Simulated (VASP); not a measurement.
**BN: single point with PBE**

BN:

```
B N
1.0
     2.50399    0.00000    0.00000
    -1.25200    2.16852    0.00000
     0.00000    0.00000    6.66120
B N
2 2
Direct
  0.34260 0.80501 0.25000
  0.66667 0.33333 0.75000
  0.33333 0.66667 0.75000
  0.66667 0.33333 0.25000
```

This cell differs from its parent crystal: atom 1 (B) moved by (-0.150, +0.300) A along x and y.

| Item | Value |
| --- | --- |
| Program | VASP 6.6.1 |
| Task | single point |
| Functional | PBE |
| Potentials or basis | VASP PAW PBE potentials, release 64 (B, N) |
| Cutoff | 520 eV |
| k mesh | 12 × 12 × 4 |
| Occupations | gaussian, width 0.05 eV |
| Spin | no spin polarisation |

```yaml
Pressure: 27.3 GPa
Largest_force: 19.665 eV/Å
Band_gap_on_the_k_mesh: 2.07 eV, indirect (least direct gap 3.55 eV)
```

Forces on the atoms (eV/Å):
```
B    -0.447 -19.656   0.000
B     0.000   0.001   0.000
N    -0.007  -0.004   0.000
N     0.454  19.660   0.000
```

Stress tensor (GPa, compression positive):
```
 6.14  8.42  0.00
 8.42 73.34  0.00
 0.00  0.00  2.55
```

Levels at points of the mesh, in eV from the valence-band top:
| k point | band 5 | band 6 | band 7 | band 8 | band 9 | band 10 | band 11 | band 12 |
| --- | --- | --- | --- | --- | --- | --- | --- | --- |
| (0.00, 0.00, 0.00) | -5.94 | -3.05 | -3.05 | 0.00 | 3.54 | 6.82 | 8.61 | 9.87 |
| (0.50, 0.00, 0.00) | -5.85 | -4.34 | -3.42 | -2.33 | 2.68 | 4.34 | 4.97 | 8.00 |
| (0.00, 0.50, 0.00) | -5.85 | -4.31 | -2.88 | -2.22 | 2.19 | 3.38 | 7.89 | 8.19 |
| (0.50, 0.50, 0.00) | -7.11 | -5.85 | -4.01 | -2.48 | 3.00 | 6.09 | 6.95 | 8.06 |
| (0.00, 0.00, 0.50) | -6.21 | -3.05 | -3.05 | 0.00 | 5.66 | 5.82 | 7.06 | 9.87 |
| (0.50, 0.00, 0.50) | -5.85 | -4.36 | -3.09 | -2.64 | 3.01 | 3.59 | 5.03 | 8.17 |
| (0.00, 0.50, 0.50) | -5.85 | -4.32 | -2.64 | -2.32 | 2.07 | 2.98 | 8.17 | 8.20 |
| (0.50, 0.50, 0.50) | -7.11 | -5.85 | -3.83 | -2.65 | 3.01 | 5.57 | 7.16 | 8.19 |

Wall time 85 s on 1 thread of Intel(R) Xeon(R) Platinum 8488C (Sapphire Rapids) (shared host), peak memory 0.22 GiB.

Caveat: the cell differs from its parent crystal (atom 1 (B) moved by (-0.150, +0.300) A along x and y); this functional lacks dispersion, which binds the layers, so the pressure and a relaxed spacing across them are unreliable; forces of over 1 eV/Å act on the atoms, so gaps and moduli don't describe the material at rest. A k mesh can miss the band edges.
